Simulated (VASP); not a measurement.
# SiC (l) (F-43m) in VASP: single point with LDA

Aim: the single point of SiC (l) with LDA.

Everything below comes from runs of VASP 6.6.1. Logs are shortened: lines on timing, memory, paths and dates and some standing lists are left out, and cuts for length are marked.

## (1) The cell of the first run

Symmetry: F-43m, No. 216, cubic system. The conventional cell has a = 4.329 Å, b = 4.329 Å, c = 4.329 Å, α = 90.00°, β = 90.00°, γ = 90.00°. Within 2.5 Å of Si (site symmetry -43m) lie 4 C at 1.87 Å. Within 2.5 Å of C (site symmetry -43m) lie 4 Si at 1.87 Å.

## (2) Single point, LDA

INCAR

```
  ALGO = Normal
  EDIFF = 1E-6
  ENCUT = 600
  GGA_COMPAT = False
  ISIF = 2
  ISMEAR = 0
  LASPH = True
  LCHARG = False
  LREAL = False
  LWAVE = False
  NBANDS = 11
  NELM = 120
  PREC = Accurate
  SIGMA = 0.02
```

KPOINTS

```
k-points
0
Gamma
  10 10 10
```

POSCAR

```
SiC
1.0
    0.0000000000      2.1644839164      2.1644839164
    2.1644839164      0.0000000000      2.1644839164
    2.1644839164      2.1644839164      0.0000000000
Si C
1 1
Direct
    0.0000000000      0.0000000000      0.0000000000
    0.2500000000      0.2500000000      0.2500000000
```

Potentials or basis: VASP PAW LDA potentials, release 64 (Si, C).

Run with:

```bash
$ cat potpaw_LDA.64/Si/POTCAR potpaw_LDA.64/C/POTCAR > POTCAR
$ mpirun -np 1 vasp_std > vasp.out
```

OUTCAR:

```text
EDIFF = 1E-6
   ENCUT = 600
   ISIF = 2
   ISMEAR = 0
   LASPH = True
   LREAL = False
   NELM = 120
   PREC = Accurate

 ion  position               nearest neighbor table
   1  0.000  0.000  0.000-   2 1.87   2 1.87   2 1.87   2 1.87
   2  0.250  0.250  0.250-   1 1.87   1 1.87   1 1.87   1 1.87

  LATTYP: Found a face centered cubic cell.
 ALAT       =     4.3289678328

  Lattice vectors:

 A1 = (   0.0000000000,   2.1644839164,   2.1644839164)
 A2 = (   2.1644839164,   0.0000000000,   2.1644839164)
 A3 = (   2.1644839164,   2.1644839164,   0.0000000000)

Analysis of symmetry for initial positions (statically):
=====================================================================
 Subroutine PRICEL returns:
 Original cell was already a primitive cell.

 Routine SETGRP: Setting up the symmetry group for a
 face centered cubic supercell.

 Subroutine GETGRP returns: Found 24 space group operations
 (whereof 24 operations were pure point group operations)
 out of a pool of 48 trial point group operations.

The static configuration has the point symmetry T_d .

Analysis of symmetry for dynamics (positions and initial velocities):
=====================================================================
 Subroutine PRICEL returns:
 Original cell was already a primitive cell.

 Routine SETGRP: Setting up the symmetry group for a
 face centered cubic supercell.

 Subroutine GETGRP returns: Found 24 space group operations
 (whereof 24 operations were pure point group operations)
 out of a pool of 48 trial point group operations.

The dynamic configuration has the point symmetry T_d .

 Subroutine INISYM returns: Found 24 space group operations
 (whereof 24 operations are pure point group operations),
 and found     1 'primitive' translations

----------------------------------------------------------------------------------------

                                     Primitive cell

  volume of cell :      20.2812

  direct lattice vectors                    reciprocal lattice vectors
     0.000000000  2.164483916  2.164483916    -0.231001947  0.231001947  0.231001947
     2.164483916  0.000000000  2.164483916     0.231001947 -0.231001947  0.231001947
     2.164483916  2.164483916  0.000000000     0.231001947  0.231001947 -0.231001947

  length of vectors
     3.061042510  3.061042510  3.061042510     0.400107110  0.400107110  0.400107110

  position of ions in fractional coordinates (direct lattice)
     0.000000000  0.000000000  0.000000000
     0.250000000  0.250000000  0.250000000

  ion indices of the primitive-cell ions
   primitive index   ion index
                 1           1
                 2           2

----------------------------------------------------------------------------------------

 KPOINTS: k-points

Automatic generation of k-mesh.
 Grid dimensions read from file:
 generate k-points for:   10   10   10

 Generating k-lattice:

  Cartesian coordinates                     Fractional coordinates (reciprocal lattice)
    -0.023100195  0.023100195  0.023100195     0.100000000  0.000000000  0.000000000
     0.023100195 -0.023100195  0.023100195     0.000000000  0.100000000  0.000000000
     0.023100195  0.023100195 -0.023100195     0.000000000  0.000000000  0.100000000

  Length of vectors
     0.040010711  0.040010711  0.040010711

  Shift w.r.t. Gamma in fractional coordinates (k-lattice)
     0.000000000  0.000000000  0.000000000

 Subroutine IBZKPT returns following result:
 ===========================================

 Found     47 irreducible k-points:

 Following reciprocal coordinates:
            Coordinates               Weight
  0.000000  0.000000  0.000000      1.000000
  0.100000  0.000000  0.000000      8.000000
  0.200000  0.000000  0.000000      8.000000
  0.300000  0.000000  0.000000      8.000000
  0.400000  0.000000  0.000000      8.000000
  0.500000  0.000000  0.000000      4.000000
[... 16 lines left out ...]
  0.300000  0.300000  0.000000      6.000000
  0.400000  0.300000  0.000000     24.000000
 [... further k-points ...]
   k-points           NKPTS =     47   k-points in BZ     NKDIM =     47   number of bands    NBANDS=     11
   number of dos      NEDOS =    301   number of ions     NIONS =      2
   total plane-waves  NPLWV =  13824
   dimension x,y,z NGX =    24 NGY =   24 NGZ =   24
   dimension x,y,z NGXF=    48 NGYF=   48 NGZF=   48
   ions per type =               1   1
   NGX,Y,Z   is equivalent  to a cutoff of  13.03, 13.03, 13.03 a.u.
   NGXF,Y,Z  is equivalent  to a cutoff of  26.07, 26.07, 26.07 a.u.
 SYSTEM =  unknown system
   PREC   = accura    normal or accurate (medium, high low for compatibility)
   ISTART =      0    job   : 0-new  1-cont  2-samecut
   ICHARG =      2    charge: 1-file 2-atom 10-const
   ISPIN  =      1    spin polarized calculation?
   LNONCOLLINEAR =      F non collinear calculations
   LSORBIT =      F    spin-orbit coupling
   LASPH  =      T    aspherical Exc in radial PAW
   ENCUT  =  600.0 eV  44.10 Ry    6.64 a.u.   6.11  6.11  6.11*2*pi/ulx,y,z
   NELM   =    120;   NELMIN=  2; NELMDL= -5     # of ELM steps
   EDIFF  = 0.1E-05   stopping-criterion for ELM
   LREAL  =      F    real-space projection
   EDIFFG = 0.1E-04   stopping-criterion for IOM
   NSW    =      0    number of steps for IOM
   IBRION =     -1    ionic relax: 0-MD 1-quasi-New 2-CG
   NFREE  =      0    steps in history (QN), initial steepest desc. (CG)
   ISIF   =      2    stress and relaxation
   ISYM   =      2    0-nonsym 1-usesym 2-fastsym
   POTIM  = 0.5000    time-step for ionic-motion
   TEBEG  =    0.0;   TEEND  =   0.0 temperature during run
   PSTRESS=    0.0 pullay stress
   NELECT =       8.0000    total number of electrons
   NUPDOWN=      -1.0000    fix difference up-down
   EMIN   =  10.00;   EMAX   =-10.00  energy-range for DOS
   EFERMI =   0.00;   METHOD = LEGACY
   ISMEAR =     0;   SIGMA  =   0.02  broadening in eV -4-tet -1-fermi 0-gaus
   EFERMI_NEDOS =   21; number of points for ismear=-14 and -15
   IALGO  =     38    algorithm
   IMIX   =      4    mixing-type and parameters
     AMIX     =   0.40;   BMIX     =  1.00
     AMIX_MAG =   1.60;   BMIX_MAG =  1.00
  volume/ion in A,a.u.               =      10.14        68.43
  Fermi-wavevector in a.u.,A,eV,Ry     =   1.200624  2.268851 19.612781  1.441499
  Thomas-Fermi vector in A             =   2.336455
   LORBIT       =      0    0 simple, 1 ext, 2 COOP (PROOUT), +10 PAW based schemes
   GGA     = CA    functional components
   LHFCALC =     F    Hartree Fock is set to
   AEXX    =    0.0000 exact exchange contribution
   IVDW    =     0    specifies the selected vdW correction
   LEPSILON=     F    determine dielectric tensor
   LRPA    =     F    only Hartree local field effects (RPA)
 non-spin polarized calculation
 Gauss-broadening in eV      SIGMA  =   0.02
  energy-cutoff  :      600.00
  volume of cell :       20.28
 maximum number of plane-waves:       700
   NGX = 13   NGY = 13   NGZ = 13

 number of electron       8.0000000 magnetization

 Free energy of the ion-electron system (eV)
  ---------------------------------------------------
  ext. energy  EPLUGINS =         0.00000000
  ---------------------------------------------------
  free energy    TOTEN  =       -16.64463006 eV

  energy without entropy =      -16.64463006  energy(sigma->0) =      -16.64463006

 E-fermi :   8.3870     XC(G=0): -11.6421

 val. band max:        8.2905473934   @ k =   0.0000   0.0000   0.0000
 cond. band min:       9.5783222604   @ k =   0.5000   0.5000   0.0000
 fundamental gap:      1.2877748670
 Fermi energy:         8.3869716515

 k-point     1 :       0.0000    0.0000    0.0000
  band No.  band energies     occupation
      1      -7.1826      2.00000
      2       8.2905      2.00000
      3       8.2905      2.00000
      4       8.2905      2.00000
      5      14.8188      0.00000
      6      15.6217      0.00000
      7      15.6217      0.00000
      8      15.6217      0.00000
      9      22.8675      0.00000
     10      22.8675      0.00000
     11      24.7746      0.00000

 k-point     2 :       0.1000    0.0000    0.0000
  band No.  band energies     occupation
      1      -6.9835      2.00000
      2       7.2895      2.00000
      3       8.1555      2.00000
      4       8.1555      2.00000
      5      14.9889      0.00000
      6      15.8667      0.00000
      7      15.8667      0.00000
      8      15.9595      0.00000
      9      21.8891      0.00000
     10      21.8891      0.00000
     11      24.5294      0.00000

 k-point     3 :       0.2000    0.0000    0.0000
  band No.  band energies     occupation
      1      -6.3942      2.00000
      2       5.1613      2.00000
      3       7.8461      2.00000
      4       7.8461      2.00000
      5      14.6293      0.00000
      6      16.2223      0.00000
      7      16.2223      0.00000
      8      17.1801      0.00000
      9      21.2112      0.00000
     10      21.2112      0.00000
     11      23.6642      0.00000

 k-point     4 :       0.3000    0.0000    0.0000
  band No.  band energies     occupation
      1      -5.4480      2.00000
      2       2.8194      2.00000
      3       7.5282      2.00000
      4       7.5282      2.00000
      5      14.2173      0.00000
      6      16.0666      0.00000
      7      16.0666      0.00000
      8      18.0920      0.00000
      9      22.0440      0.00000
     10      22.0440      0.00000
     11      23.4252      0.00000

 k-point     5 :       0.4000    0.0000    0.0000
  band No.  band energies     occupation
      1      -4.2645      2.00000
      2       0.7177      2.00000
      3       7.3085      2.00000
      4       7.3085      2.00000
      5      13.9520      0.00000
      6      15.6741      0.00000
      7      15.6741      0.00000
      8      18.3299      0.00000
      9      23.9811      0.00000
     10      23.9811      0.00000
     11      24.0148      0.00000
[... 211 lines left out ...]
 k-point    21 :      -0.3000    0.2000    0.0000
  band No.  band energies     occupation
      1      -4.0374      2.00000
      2       1.8406      2.00000
      3       4.4301      2.00000
      4       7.1093      2.00000
      5      13.8619      0.00000
      6      16.6271      0.00000
      7      17.0525      0.00000
      8      18.6424      0.00000
      9      21.0504      0.00000
     10      23.7396      0.00000
     11      27.4410      0.00000

 k-point    22 :      -0.2000    0.2000    0.0000
  band No.  band energies     occupation
      1      -5.1312      2.00000
      2       3.4983      2.00000
      3       5.0159      2.00000
      4       7.6411      2.00000
      5      14.8545      0.00000
      6      16.4070      0.00000
      7      16.6834      0.00000
      8      17.5028      0.00000
      9      19.8250      0.00000
     10      23.7098      0.00000
     11      27.5525      0.00000

 k-point    23 :       0.3000    0.3000    0.0000
  band No.  band energies     occupation
      1      -4.8613      2.00000
      2       3.9794      2.00000
      3       5.8920      2.00000
      4       5.8920      2.00000
      5      11.4166      0.00000
      6      13.8634      0.00000
      7      19.8658      0.00000
      8      19.8658      0.00000
      9      20.8211      0.00000
     10      25.4664      0.00000
     11      30.0669      0.00000

 k-point    24 :       0.4000    0.3000    0.0000
  band No.  band energies     occupation
      1      -3.9671      2.00000
      2       2.7335      2.00000
      3       5.0849      2.00000
      4       5.6265      2.00000
      5      11.1094      0.00000
      6      13.8760      0.00000
      7      19.9892      0.00000
      8      20.2580      0.00000
      9      22.1106      0.00000
     10      26.4381      0.00000
     11      29.7130      0.00000

 [... further k-points ...]
[... 5 lines left out ...]
  --------------------------------------------------------------------------------------
  -------------------------------------------------------------------------------------
  Total        0.0331096      0.0331096      0.0331096      0.0000000      0.0000000      0.0000000
  in kB        2.6155973      2.6155973      2.6155973      0.0000000      0.0000000      0.0000000
  external PRESSURE =       2.6155973 kB  Pullay stress =       0.0000000 kB

 VOLUME and BASIS-vectors are now :
 -----------------------------------------------------------------------------
  energy-cutoff  :      600.00
  volume of cell :       20.28
      direct lattice vectors                 reciprocal lattice vectors
     0.000000000  2.164483916  2.164483916    -0.231001947  0.231001947  0.231001947
     2.164483916  0.000000000  2.164483916     0.231001947 -0.231001947  0.231001947
     2.164483916  2.164483916  0.000000000     0.231001947  0.231001947 -0.231001947

 POSITION                                       TOTAL-FORCE (eV/Angst)
 -----------------------------------------------------------------------------------
      0.00000      0.00000      0.00000         0.000000     -0.000000     -0.000000
      1.08224      1.08224      1.08224        -0.000000      0.000000      0.000000
 -----------------------------------------------------------------------------------
    total drift:                                0.000000      0.000000      0.000000

  FREE ENERGIE OF THE ION-ELECTRON SYSTEM (eV)
  ---------------------------------------------------
  free  energy   TOTEN  =       -16.6446300570 eV

  energy  without entropy=      -16.6446300570  energy(sigma->0) =      -16.64463006
```

It took 11 s on 1 thread of Intel Xeon 8259CL, shared host; peak memory 0.13 GiB.

What came out:

```
Free energy            : -16.6446 eV
Pressure               : 0.3 GPa
Band gap on the k mesh : 1.29 eV, indirect (least direct gap 4.52 eV)
```

Levels at points of the mesh, in eV from the valence-band top:
| k point | band 1 | band 2 | band 3 | band 4 | band 5 | band 6 | band 7 | band 8 | band 9 |
| --- | --- | --- | --- | --- | --- | --- | --- | --- | --- |
| (0.00, 0.00, 0.00) | -15.47 | 0.00 | 0.00 | 0.00 | 6.53 | 7.33 | 7.33 | 7.33 | 14.58 |
| (0.50, 0.00, 0.00) | -11.78 | -8.67 | -1.06 | -1.06 | 5.57 | 7.21 | 7.21 | 10.03 | 16.18 |
| (0.50, 0.50, 0.00) | -10.28 | -7.88 | -3.23 | -3.23 | 1.29 | 4.26 | 14.06 | 14.06 | 14.82 |

A k mesh can miss the band edges. A hybrid or GW would open this gap; LDA tends to underestimate it.
